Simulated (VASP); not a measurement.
Wanted: the native input for a VASP 6.6.1 run.

| Property | Result |
| --- | --- |
| Task | single point |
| Functional | PBEsol |
| Potentials or basis | VASP PAW PBE potentials, release 64 (Ba_sv, Te) |
| Cutoff | 520 eV |
| k mesh | 10 × 10 × 10 |
| Occupations | fermi-dirac, width 0.05 eV |
| Spin | no spin polarisation |
| Dipole correction | no |
| Further INCAR settings | ALGO = Normal; EDIFF = 1e-07; NBANDS = 15 |

The structure of BaTe lies in POSCAR:

```
BaTe
1.0
    0.0000000000      3.3985952325      3.3985952325
    3.3985952325      0.0000000000      3.3985952325
    3.3985952325      3.3985952325      0.0000000000
Ba Te
1 1
Direct
    0.0000000000      0.0000000000      0.0000000000
    0.5000000000      0.5000000000      0.5000000000
```

One way to write it, as run:

INCAR

```
ALGO = Normal
EDIFF = 1E-7
ENCUT = 520
GGA = PS
ISIF = 2
ISMEAR = -1
LASPH = T
LCHARG = T
LELF = T
LREAL = F
LVHAR = T
LWAVE = F
NBANDS = 15
NELM = 100
PREC = Accurate
SIGMA = 0.05
```

KPOINTS

```
k-points
0
Gamma
  10 10 10
```

Potentials or basis: VASP PAW PBE potentials, release 64 (Ba_sv, Te).

Run with:

```bash
$ cat potpaw_PBE.64/Ba_sv/POTCAR potpaw_PBE.64/Te/POTCAR > POTCAR
$ mpirun -np 1 vasp_std > vasp.out
```

It gave:

| Property | Result |
| --- | --- |
| Pressure | 2.8 GPa |
| Band gap on the k mesh | 1.21 eV (least direct gap 1.59 eV) |

Caveat: the PAW data sets were made with another functional, which shifts forces and pressure a little; spin-orbit coupling is left out, which moves the levels of the heavy elements.

Wall time 34 s on 1 thread of Intel(R) Xeon(R) Platinum 8488C (Sapphire Rapids), on a shared host, peak memory 0.23 GiB.
